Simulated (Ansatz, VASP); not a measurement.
# Fe: VASP beside Ansatz

```
CELL_PARAMETERS angstrom
2.86600 0.00000 0.00000
0.00000 2.86600 0.00000
0.00000 0.00000 2.86600
ATOMIC_POSITIONS crystal
Fe 0.99302 0.00000 0.00000
Fe 0.52000 0.50000 0.50000
```

Alike in both runs: task single point; functional PBE; k mesh 2 × 2 × 2; non-collinear spin.

|  | VASP | Ansatz |
| --- | --- | --- |
| version | VASP 6.6.1 | Ansatz development build ahead of 0.2.0 |
| potentials or method | VASP PAW PBE potentials, release 64 (Fe) | PAW (an earlier, plane waves, scalar-relativistic |
| plane-wave cutoff (eV) | 520 | 844 |
| occupations | fermi-dirac, width 0.272114 eV | fermi-dirac |

|  | VASP | Ansatz | Ansatz less VASP |
| --- | --- | --- | --- |
| net moment per atom (μB) | 2.16 | 2.02 | -0.135 |
| size of the moment on the site where the two differ most (μB) | 2.27 | 2.23 | -0.040 |

The net moments are unlike, so the other rows may belong to different states. Site moments also hang on the region over which each program counts them.

The k mesh is coarse, so the values compare programs but aren't converged.
